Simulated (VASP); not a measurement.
# K2LiAsF6 (Fm-3m) in VASP: a series of runs

Runs on K2LiAsF6. Level: LDA. Tasks: single point, relaxation of cell and atoms.

All numbers are computed with VASP 6.6.1; they aren't measurements. Logs are shortened: lines on timing, memory, paths and dates and some standing lists are left out, and cuts for length are marked.

### Step 1. The cell of the first run

It takes space group Fm-3m (No. 225, cubic). Conventional cell: a = 7.989 Å, b = 7.989 Å, c = 7.989 Å, α = 90.00°, β = 90.00°, γ = 90.00°. K (site symmetry -43m) has 12 F at 2.82 Å and 4 Li at 3.46 Å and 4 As at 3.46 Å within 3.7 Å. Li (site symmetry m-3m) has 6 F at 1.97 Å within 2.6 Å. As (site symmetry m-3m) has 6 F at 2.03 Å within 2.7 Å. Within 2.6 Å of F (site symmetry 4mm) lie 1 Li at 1.97 Å and 1 As at 2.03 Å.

### Step 2. Single point, LDA

Input file INCAR:

```
PREC = Accurate
ENCUT = 520
EDIFF = 1E-6
ISMEAR = 0
SIGMA = 0.02
LREAL = False
LASPH = True
NELM = 100
ALGO = Normal
ISIF = 2
LWAVE = False
LCHARG = False
NBANDS = 45
```

Input file KPOINTS:

```
regular mesh
0
Gamma
  6 6 6
```

Input file POSCAR:

```
K2LiAsF6
1.0
    0.0000000000      3.9943370706      3.9943370706
    3.9943370706      0.0000000000      3.9943370706
    3.9943370706      3.9943370706      0.0000000000
K Li As F
2 1 1 6
Direct
    0.7500000000      0.7500000000      0.7500000000
    0.2500000000      0.2500000000      0.2500000000
    0.5000000000      0.5000000000      0.5000000000
    0.0000000000      0.0000000000      0.0000000000
    0.7464490956      0.2535509044      0.2535509044
    0.2535509044      0.2535509044      0.7464490956
    0.2535509044      0.7464490956      0.7464490956
    0.2535509044      0.7464490956      0.2535509044
    0.7464490956      0.2535509044      0.7464490956
    0.7464490956      0.7464490956      0.2535509044
```

Potentials or basis: VASP PAW LDA potentials, release 64 (K_sv, Li_sv, As, F).

Command:

```bash
$ cat potpaw_LDA.64/K_sv/POTCAR potpaw_LDA.64/Li_sv/POTCAR potpaw_LDA.64/As/POTCAR potpaw_LDA.64/F/POTCAR > POTCAR
$ mpirun -np 1 vasp_std > vasp.out
```

OUTCAR:

```text
PREC = Accurate
   ENCUT = 520
   EDIFF = 1E-6
   ISMEAR = 0
   LREAL = False
   LASPH = True
   NELM = 100
   ISIF = 2

 ion  position               nearest neighbor table
   1  0.750  0.750  0.750-   6 2.82   7 2.82   8 2.82   5 2.82   6 2.82   9 2.82   5 2.82   8 2.82
                            10 2.82   7 2.82   9 2.82  10 2.82
   2  0.250  0.250  0.250-   5 2.82   6 2.82   8 2.82   6 2.82   7 2.82   9 2.82   7 2.82   8 2.82
                            10 2.82   5 2.82   9 2.82  10 2.82
   3  0.500  0.500  0.500-   5 1.97   6 1.97   7 1.97   8 1.97   9 1.97  10 1.97
   4  0.000  0.000  0.000-   5 2.03   6 2.03   7 2.03   8 2.03   9 2.03  10 2.03
   5  0.746  0.254  0.254-   3 1.97   4 2.03   2 2.82   2 2.82   1 2.82   1 2.82
   6  0.254  0.254  0.746-   3 1.97   4 2.03   2 2.82   2 2.82   1 2.82   1 2.82
   7  0.254  0.746  0.746-   3 1.97   4 2.03   1 2.82   2 2.82   2 2.82   1 2.82
   8  0.254  0.746  0.254-   3 1.97   4 2.03   2 2.82   2 2.82   1 2.82   1 2.82
   9  0.746  0.254  0.746-   3 1.97   4 2.03   1 2.82   2 2.82   2 2.82   1 2.82
  10  0.746  0.746  0.254-   3 1.97   4 2.03   1 2.82   2 2.82   2 2.82   1 2.82

  LATTYP: Found a face centered cubic cell.
 ALAT       =     7.9886741412

  Lattice vectors:

 A1 = (   0.0000000000,   3.9943370706,   3.9943370706)
 A2 = (   3.9943370706,   0.0000000000,   3.9943370706)
 A3 = (   3.9943370706,   3.9943370706,   0.0000000000)

Analysis of symmetry for initial positions (statically):
=====================================================================
 Subroutine PRICEL returns:
 Original cell was already a primitive cell.

 Routine SETGRP: Setting up the symmetry group for a
 face centered cubic supercell.

 Subroutine GETGRP returns: Found 48 space group operations
 (whereof 48 operations were pure point group operations)
 out of a pool of 48 trial point group operations.

The static configuration has the point symmetry O_h .

Analysis of symmetry for dynamics (positions and initial velocities):
=====================================================================
 Subroutine PRICEL returns:
 Original cell was already a primitive cell.

 Routine SETGRP: Setting up the symmetry group for a
 face centered cubic supercell.

 Subroutine GETGRP returns: Found 48 space group operations
 (whereof 48 operations were pure point group operations)
 out of a pool of 48 trial point group operations.

The dynamic configuration has the point symmetry O_h .

 Subroutine INISYM returns: Found 48 space group operations
 (whereof 48 operations are pure point group operations),
 and found     1 'primitive' translations

----------------------------------------------------------------------------------------

                                     Primitive cell

  volume of cell :     127.4571

  direct lattice vectors                    reciprocal lattice vectors
     0.000000000  3.994337071  3.994337071    -0.125177217  0.125177217  0.125177217
     3.994337071  0.000000000  3.994337071     0.125177217 -0.125177217  0.125177217
     3.994337071  3.994337071  0.000000000     0.125177217  0.125177217 -0.125177217

  length of vectors
     5.648845658  5.648845658  5.648845658     0.216813301  0.216813301  0.216813301

  position of ions in fractional coordinates (direct lattice)
     0.750000000  0.750000000  0.750000000
     0.250000000  0.250000000  0.250000000
     0.500000000  0.500000000  0.500000000
     0.000000000  0.000000000  0.000000000
     0.746449096  0.253550904  0.253550904
     0.253550904  0.253550904  0.746449096
     0.253550904  0.746449096  0.746449096
     0.253550904  0.746449096  0.253550904
     0.746449096  0.253550904  0.746449096
     0.746449096  0.746449096  0.253550904

  ion indices of the primitive-cell ions
   primitive index   ion index
                 1           1
                 2           2
                 3           3
                 4           4
                 5           5
                 6           6
                 7           7
                 8           8
                 9           9
                10          10

----------------------------------------------------------------------------------------

 KPOINTS: regular mesh

Automatic generation of k-mesh.
 Grid dimensions read from file:
 generate k-points for:    6    6    6

 Generating k-lattice:

  Cartesian coordinates                     Fractional coordinates (reciprocal lattice)
    -0.020862870  0.020862870  0.020862870     0.166666667  0.000000000  0.000000000
     0.020862870 -0.020862870  0.020862870     0.000000000  0.166666667  0.000000000
     0.020862870  0.020862870 -0.020862870     0.000000000  0.000000000  0.166666667

  Length of vectors
     0.036135550  0.036135550  0.036135550

  Shift w.r.t. Gamma in fractional coordinates (k-lattice)
     0.000000000  0.000000000  0.000000000

 Subroutine IBZKPT returns following result:
 ===========================================

 Found     16 irreducible k-points:

 Following reciprocal coordinates:
            Coordinates               Weight
  0.000000  0.000000  0.000000      1.000000
  0.166667  0.000000  0.000000      8.000000
  0.333333  0.000000  0.000000      8.000000
  0.500000  0.000000  0.000000      4.000000
  0.166667  0.166667  0.000000      6.000000
  0.333333  0.166667  0.000000     24.000000
[... 8 lines left out ...]
 -0.333333  0.333333  0.166667     24.000000
 -0.333333  0.500000  0.166667     12.000000
   k-points           NKPTS =     16   k-points in BZ     NKDIM =     16   number of bands    NBANDS=     45
   number of dos      NEDOS =    301   number of ions     NIONS =     10
   total plane-waves  NPLWV =  74088
   dimension x,y,z NGX =    42 NGY =   42 NGZ =   42
   dimension x,y,z NGXF=    84 NGYF=   84 NGZF=   84
   ions per type =               2   1   1   6
   NGX,Y,Z   is equivalent  to a cutoff of  12.36, 12.36, 12.36 a.u.
   NGXF,Y,Z  is equivalent  to a cutoff of  24.72, 24.72, 24.72 a.u.
 SYSTEM =  unknown system
   PREC   = accura    normal or accurate (medium, high low for compatibility)
   ISTART =      0    job   : 0-new  1-cont  2-samecut
   ICHARG =      2    charge: 1-file 2-atom 10-const
   ISPIN  =      1    spin polarized calculation?
   LNONCOLLINEAR =      F non collinear calculations
   LSORBIT =      F    spin-orbit coupling
   LASPH  =      T    aspherical Exc in radial PAW
   ENCUT  =  520.0 eV  38.22 Ry    6.18 a.u.  10.50 10.50 10.50*2*pi/ulx,y,z
   NELM   =    100;   NELMIN=  2; NELMDL= -5     # of ELM steps
   EDIFF  = 0.1E-05   stopping-criterion for ELM
   LREAL  =      F    real-space projection
   EDIFFG = 0.1E-04   stopping-criterion for IOM
   NSW    =      0    number of steps for IOM
   IBRION =     -1    ionic relax: 0-MD 1-quasi-New 2-CG
   NFREE  =      0    steps in history (QN), initial steepest desc. (CG)
   ISIF   =      2    stress and relaxation
   ISYM   =      2    0-nonsym 1-usesym 2-fastsym
   POTIM  = 0.5000    time-step for ionic-motion
   TEBEG  =    0.0;   TEEND  =   0.0 temperature during run
   PSTRESS=    0.0 pullay stress
   NELECT =      68.0000    total number of electrons
   NUPDOWN=      -1.0000    fix difference up-down
   EMIN   =  10.00;   EMAX   =-10.00  energy-range for DOS
   EFERMI =   0.00;   METHOD = LEGACY
   ISMEAR =     0;   SIGMA  =   0.02  broadening in eV -4-tet -1-fermi 0-gaus
   EFERMI_NEDOS =   21; number of points for ismear=-14 and -15
   IALGO  =     38    algorithm
   IMIX   =      4    mixing-type and parameters
     AMIX     =   0.40;   BMIX     =  1.00
     AMIX_MAG =   1.60;   BMIX_MAG =  1.00
  volume/ion in A,a.u.               =      12.75        86.01
  Fermi-wavevector in a.u.,A,eV,Ry     =   1.327771  2.509123 23.986733  1.762975
  Thomas-Fermi vector in A             =   2.457058
   LORBIT       =      0    0 simple, 1 ext, 2 COOP (PROOUT), +10 PAW based schemes
   GGA     = CA    functional components
   LHFCALC =     F    Hartree Fock is set to
   AEXX    =    0.0000 exact exchange contribution
   IVDW    =     0    specifies the selected vdW correction
   LEPSILON=     F    determine dielectric tensor
   LRPA    =     F    only Hartree local field effects (RPA)
 non-spin polarized calculation
 Gauss-broadening in eV      SIGMA  =   0.02
  energy-cutoff  :      520.00
  volume of cell :      127.46
 maximum number of plane-waves:      3479
 NGX is ok and might be reduce to    42
   NGX = 21   NGY = 21   NGZ = 21

 number of electron      67.9999990 magnetization

 Free energy of the ion-electron system (eV)
  ---------------------------------------------------
  ext. energy  EPLUGINS =         0.00000000
  ---------------------------------------------------
  free energy    TOTEN  =       -49.94627818 eV

  energy without entropy =      -49.94627818  energy(sigma->0) =      -49.94627818

 E-fermi :   0.9076     XC(G=0): -10.4090

 val. band max:        0.7724343414   @ k =   0.5000   0.5000   0.0000
 cond. band min:       5.2549386153   @ k =   0.1667   0.0000   0.0000
 fundamental gap:      4.4825042739
 Fermi energy:         0.9075897132

 k-point     1 :       0.0000    0.0000    0.0000
  band No.  band energies     occupation
      1     -41.1667      2.00000
      2     -26.8743      2.00000
      3     -26.8035      2.00000
      4     -21.8075      2.00000
      5     -21.1656      2.00000
      6     -21.1656      2.00000
[... 37 lines left out ...]
     44      10.5825      0.00000
     45      10.5825      0.00000

 k-point     2 :       0.1667    0.0000    0.0000
  band No.  band energies     occupation
      1     -41.1667      2.00000
      2     -26.8679      2.00000
      3     -26.8067      2.00000
      4     -21.7869      2.00000
      5     -21.2066      2.00000
      6     -21.1471      2.00000
[... 664 lines left out ...]
 k-point    16 :      -0.3333    0.5000    0.1667
  band No.  band energies     occupation
      1     -41.1666      2.00000
      2     -26.8356      2.00000
      3     -26.8242      2.00000
      4     -21.6509      2.00000
      5     -21.2621      2.00000
      6     -21.1821      2.00000
[... 37 lines left out ...]
     44      10.7473      0.00000
     45      11.0096      0.00000

------------------------ aborting loop because EDIFF is reached ----------------------------------------

  FORCE on cell =-STRESS in cart. coord.  units (eV):
  Direction    XX          YY          ZZ          XY          YZ          ZX
  --------------------------------------------------------------------------------------
  -------------------------------------------------------------------------------------
  Total        0.0676395      0.0676395      0.0676395      0.0000000      0.0000000      0.0000000
  in kB        0.8502509      0.8502509      0.8502509      0.0000000      0.0000000      0.0000000
  external PRESSURE =       0.8502509 kB  Pullay stress =       0.0000000 kB

 VOLUME and BASIS-vectors are now :
 -----------------------------------------------------------------------------
  energy-cutoff  :      520.00
  volume of cell :      127.46
      direct lattice vectors                 reciprocal lattice vectors
     0.000000000  3.994337071  3.994337071    -0.125177217  0.125177217  0.125177217
     3.994337071  0.000000000  3.994337071     0.125177217 -0.125177217  0.125177217
     3.994337071  3.994337071  0.000000000     0.125177217  0.125177217 -0.125177217

 POSITION                                       TOTAL-FORCE (eV/Angst)
 -----------------------------------------------------------------------------------
      5.99151      5.99151      5.99151         0.000000     -0.000000      0.000000
      1.99717      1.99717      1.99717        -0.000000     -0.000000      0.000000
      3.99434      3.99434      3.99434         0.000000     -0.000000      0.000000
      0.00000      0.00000      0.00000         0.000000     -0.000000      0.000000
      2.02554      3.99434      3.99434         0.034416     -0.000000      0.000000
      3.99434      3.99434      2.02554         0.000000     -0.000000      0.034416
      5.96314      3.99434      3.99434        -0.034416     -0.000000      0.000000
      3.99434      2.02554      3.99434         0.000000      0.034416      0.000000
      3.99434      5.96314      3.99434         0.000000     -0.034416      0.000000
      3.99434      3.99434      5.96314         0.000000     -0.000000     -0.034416
 -----------------------------------------------------------------------------------
    total drift:                                0.000000      0.000000      0.000000

  FREE ENERGIE OF THE ION-ELECTRON SYSTEM (eV)
  ---------------------------------------------------
  free  energy   TOTEN  =       -49.9462781772 eV

  energy  without entropy=      -49.9462781772  energy(sigma->0) =      -49.94627818
```

Wall time 84 s (1 thread of Intel Xeon Platinum 8488C (Sapphire Rapids), shared host); peak memory 0.26 GiB.

What came out:

```
Free energy            : -49.9463 eV
Largest force          : 0.034 eV/Å
Band gap on the k mesh : 4.48 eV, indirect (least direct gap 4.93 eV)
```

Forces on the atoms (eV/Å):
```
K    0.000  0.000  0.000
K    0.000  0.000  0.000
Li   0.000  0.000  0.000
As   0.000  0.000  0.000
F    0.034  0.000  0.000
F    0.000  0.000  0.034
F   -0.034  0.000  0.000
F    0.000  0.034  0.000
F    0.000 -0.034  0.000
F    0.000  0.000 -0.034
```

Levels at points of the mesh, in eV from the valence-band top:
```
           k point  band 31  band 32  band 33  band 34  band 35  band 36  band 37  band 38
(0.00, 0.00, 0.00)    -2.59    -2.59    -2.59    -1.03     4.49     4.49     4.49     6.05
(0.50, 0.00, 0.00)    -2.93    -2.92    -2.90    -0.37     4.55     5.34     5.34     8.07
(0.50, 0.50, 0.00)    -3.19    -3.19    -2.61     0.00     5.13     5.13     5.21     8.28
```

Caveat: the cutoff is under 1.25 times the usual one of these potentials, so pressure, stress and relaxed cells hold a basis-set (Pulay) error. A k mesh can miss the band edges.

[end of part 1 of 2]
